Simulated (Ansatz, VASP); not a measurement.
## CaB3F4: VASP beside Ansatz

The input INCAR:

```
  PREC = Accurate
  ENCUT = 600
  EDIFF = 1E-6
  ISMEAR = 0
  SIGMA = 0.1
  LREAL = F
  LASPH = T
  NELM = 100
  ALGO = Normal
  ISIF = 3
  LWAVE = F
  LCHARG = F
  GGA = PE
  IBRION = 2
  NSW = 90
  EDIFFG = -0.04
```

File KPOINTS:

```
Automatic mesh
0
Gamma
  4 4 4
```

Contents of POSCAR:

```
CaB3F4
1.0
   -2.6758657300      2.6758657300      2.6758657300
    2.6758657300     -2.6758657300      2.6758657300
    2.6758657300      2.6758657300     -2.6758657300
Ca B F
1 3 4
Direct
    0.0000000000      0.0000000000      0.0000000000
    0.5000000000      0.5000000000      0.0000000000
    0.5000000000      0.0000000000      0.5000000000
    0.0000000000      0.5000000000      0.5000000000
    0.5000000000      0.5000000000      0.5000000000
    0.0000000000      0.0000000000      0.5000000000
    0.0000000000      0.5000000000      0.0000000000
    0.5000000000      0.0000000000      0.0000000000
```

Input for Ansatz:

```yaml
crystal:
  lattice:
    - [-2.67586573, 2.67586573, 2.67586573]
    - [2.67586573, -2.67586573, 2.67586573]
    - [2.67586573, 2.67586573, -2.67586573]
  atoms:
    - { symbol: Ca, position: [0.0, 0.0, 0.0] }
    - { symbol: B, position: [0.5, 0.5, 0.0] }
    - { symbol: B, position: [0.5, 0.0, 0.5] }
    - { symbol: B, position: [0.0, 0.5, 0.5] }
    - { symbol: F, position: [0.5, 0.5, 0.5] }
    - { symbol: F, position: [0.0, 0.0, 0.5] }
    - { symbol: F, position: [0.0, 0.5, 0.0] }
    - { symbol: F, position: [0.5, 0.0, 0.0] }
basis:
  ecutwfc: 420
kpoints:
  mp_grid: { grid: [4, 4, 4] }
hamiltonian:
  xc: pbe
scf:
  occupations: { method: gaussian, width: 0.1 }
  lower_state_search: "off"
output:
  forces: true
  stress: true
  eigenvalues: true
relax:
  adjacent_minimum: "off"
  f_tol: 0.04
  max_steps: 70
  cell: { stress_tol: 0.4 }
```

Alike in both runs: task relaxation of cell and atoms; functional PBE; k mesh 4 × 4 × 4; occupations gaussian, width 0.1 eV; no spin polarisation.

```csv
,VASP,Ansatz
version,VASP 6.6.1,Ansatz 0.2.0
potentials or method,"VASP PAW PBE potentials, release 64 (Ca_sv, B, F), cutoff 600 eV","scalar-relativistic, plane waves, PAW"
valence electrons in the cell,47,47
```

|  | VASP | Ansatz | Ansatz less VASP |
| --- | --- | --- | --- |
| gap on the k mesh at the Fermi level, each at its own relaxed structure (eV) | none | none | - |
| relaxed volume (Å³/atom) | 12.12 | 12.09 | -0.030 |
| relaxed cell length with the largest relative difference (Å) | 5.013 | 5.009 | -0.0041 |

A gap of «none» marks a metal or a gap that the smearing closes.

The k mesh is coarse, so the values compare programs but aren't converged. Noted on VASP's run: the volume moved by over 15 % at a fixed basis, so the end points are rough.
